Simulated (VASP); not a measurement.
Wanted: the native input for a VASP 6.6.1 run.

- Task: single point
- Functional: LDA
- Potentials or basis: VASP PAW LDA potentials, release 64 (C)
- Cutoff: 520 eV
- k mesh: 12 × 12 × 12
- Occupations: gaussian, width 0.05 eV
- Spin: no spin polarisation
- Dipole correction: no
- Further INCAR settings: ALGO = Normal; EDIFF = 1e-06; NBANDS = 11

The structure of C lies in POSCAR:

```
C
1.0
    0.0000000000      1.7794233076      1.6552195608
    1.7794233076      0.0000000000      1.6552195608
    1.7794233076      1.7794233076      0.0000000000
C
2
Direct
    0.5000000000      0.5000000000      0.5000000000
    0.7500000000      0.7500000000      0.7500000000
```

This cell differs from its parent crystal: volume 5.241 Å^3 an atom, c/a of the conventional cell 0.9302.

These files were run (other wordings do the same):

INCAR

```
  ALGO = Normal
  EDIFF = 1E-6
  ENCUT = 520
  GGA = CA
  ISIF = 2
  ISMEAR = 0
  LASPH = True
  LCHARG = False
  LREAL = False
  LWAVE = False
  NBANDS = 11
  NELM = 80
  PREC = Accurate
  SIGMA = 0.05
```

KPOINTS

```
k-points
0
Gamma
  12 12 12
```

Potentials or basis: VASP PAW LDA potentials, release 64 (C).

Run with:

```bash
$ cat potpaw_LDA.64/C/POTCAR > POTCAR
$ mpirun -np 1 vasp_std > vasp.out
```

It gave:

```json
{"Pressure": "27.1 GPa", "Band gap on the k mesh": "2.44 eV, indirect (least direct gap 4.50 eV)"}
```

Wall time 19 s on 1 thread of AMD EPYC 7R13, with other jobs on the host, peak memory 0.09 GiB.
